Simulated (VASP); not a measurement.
PtSe2, 3 atoms in the cell. It takes space group P-3m1 (No. 164, trigonal). Conventional cell: a = 3.761 Å, b = 3.761 Å, c = 4.863 Å, α = 90.00°, β = 90.00°, γ = 120.00°. Within 3.3 Å of Pt (site symmetry -3m) lie 6 Se at 2.51 Å. Se (site symmetry 3m) has 3 Pt at 2.51 Å and 6 Se at 3.18 to 3.34 Å within 3.4 Å. 

* Program: VASP 6.6.1
* Task: single point
* Functional: PBEsol
* Potentials or basis: VASP PAW PBE potentials, release 64 (Pt, Se)
* Cutoff: 520 eV
* k mesh: 9 × 7 × 11
* Occupations: gaussian, width 0.1 eV
* Spin: no spin polarisation
* Dipole correction: no
* Further INCAR settings: ALGO = Fast; EDIFF = 1e-07; NBANDS = 18; ISYM = 0

Potentials or basis: VASP PAW PBE potentials, release 64 (Pt, Se).

Launch:

```bash
$ cat potpaw_PBE.64/Pt/POTCAR potpaw_PBE.64/Se/POTCAR > POTCAR
$ mpirun -np 1 vasp_std > vasp.out
```

Hardware: 1 thread of Oxide Virtual Turin-like Processor (shared host).

**Question.** Estimate the wall time of this run.

**Answer.** Run time: 5.9 min on 1 thread of Oxide Virtual Turin-like Processor, on a shared host, peak memory 0.43 GiB. Counts: scf iterations 15, k points 347.
